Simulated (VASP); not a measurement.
The system is TaRu.

```xyz
2
Lattice="1.6541 -2.3416 0.0000 1.6541 2.3416 0.0000 0.0000 0.0000 4.1624" Properties=species:S:1:pos:R:3 pbc="T T T"
Ta    1.6541    0.0000    2.0812
Ru    0.0000    0.0000    0.0000
```

Base run:

| Quantity | Value |
| --- | --- |
| Program | VASP 6.6.1 |
| Functional | LDA |
| Potentials or basis | VASP PAW LDA potentials, release 64 (Ta_sv_GW, Ru_sv) |
| Cutoff | 600 eV |
| k mesh | 18 × 18 × 12 |
| Occupations | gaussian, width 0.15 eV |
| Spin | no spin polarisation |

Its results: pressure -13.5 GPa.

Task: The run is repeated on the same cell with these changes: potentials or basis from VASP PAW LDA potentials, release 64 (Ta_sv_GW, Ru_sv) to VASP PAW LDA potentials, release 64 (Ta_pv, Ru_pv); cutoff from 600 eV to 520 eV; further incar settings from ALGO = Normal; EDIFF = 1e-06; NBANDS = 22 to ALGO = Fast; EDIFF = 1e-07; NBANDS = 20; valence electrons from 29 to 25. What comes out?

Result: Pressure -13.1 GPa.
